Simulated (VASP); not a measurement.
Zr7B:

```xyz
8
Lattice="3.4417 1.9871 3.1165 -3.4417 1.9871 3.1165 0.0000 -3.9742 3.1165" Properties=species:S:1:pos:R:3 pbc="T T T"
Zr   -1.2097    0.6770    2.7004
Zr    0.0185   -1.3862    2.7004
Zr    1.1912    0.7091    2.7004
Zr    1.1912   -0.7091    6.6489
Zr   -1.2097   -0.6770    6.6489
Zr    0.0185    1.3862    6.6489
Zr    0.0000    0.0000    0.0000
B     0.0000    0.0000    4.6747
```

| Property | Result |
| --- | --- |
| Program | VASP 6.6.1 |
| Task | relaxation of cell and atoms |
| Functional | PBE |
| Potentials or basis | VASP PAW PBE potentials, release 64 (Zr_sv, B) |
| Cutoff | 600 eV |
| k mesh | 3 × 3 × 3 |
| Occupations | gaussian, width 0.2 eV |
| Spin | no spin polarisation |

At the start: pressure 57.0 GPa; volume 15.99 Å³/atom.

Q: Where does the relaxation end?

A: Over 17 steps the energy falls by 1737.8 meV/atom and the volume is 22.21 Å³/atom (+39.0 %); space group R-3m (No. 166, to 0.05 Å).

The path:
```
step  energy change (eV)  largest force (eV/Å)  pressure (GPa)  volume (Å³)
   1              0.0000                2.3185           57.00       127.88
   2             -4.7038                1.4469          -15.85       262.05
   3             -9.2493                2.0318           -2.90       189.81
   4            -11.3411                1.8002           -2.94       187.11
   5            -11.1768                3.6009           10.96       171.27
   6            -12.6615                1.5556           -0.57       181.51
   7            -12.7722                1.6695            1.74       178.49
   8            -12.7906                1.5921            1.03       179.29
   9            -13.4020                0.9171           -1.61       182.83
  10            -13.5881                0.6802           -2.88       185.09
  11            -13.5107                0.3880           -4.98       189.36
  12            -13.6375                0.4705           -3.73       186.65
  13            -13.6692                0.4007            6.41       167.48
  14            -13.8265                0.4125            1.11       176.36
  15            -13.8895                0.2135           -0.13       177.68
  16            -13.8911                0.1382            0.02       177.50
  17            -13.9022                0.0739            0.05       177.71
```

Final structure:
```cif
data_structure
_symmetry_space_group_name_H-M 'P 1'
_symmetry_Int_Tables_number 1
_cell_length_a 5.7495
_cell_length_b 5.7495
_cell_length_c 5.7495
_cell_angle_alpha 101.112
_cell_angle_beta 101.112
_cell_angle_gamma 101.112
_cell_volume 177.71
loop_
_atom_site_label
_atom_site_type_symbol
_atom_site_fract_x
_atom_site_fract_y
_atom_site_fract_z
_atom_site_occupancy
Zr1 Zr 0.21445 0.59291 0.21425 1
Zr2 Zr 0.21425 0.21445 0.59291 1
Zr3 Zr 0.59291 0.21425 0.21445 1
Zr4 Zr 0.78575 0.40709 0.78555 1
Zr5 Zr 0.40709 0.78555 0.78575 1
Zr6 Zr 0.78555 0.78575 0.40709 1
Zr7 Zr 0.00000 0.00000 0.00000 1
B1 B 0.50000 0.50000 0.50000 1
```

Caveat: the k points lie up to 0.38 Å⁻¹ apart in the final cell; the volume moved by over 15 % at a fixed basis, so the end points are rough; the relaxation stopped at a loose force limit of 0.08 eV/Å, so its end isn't a converged minimum.
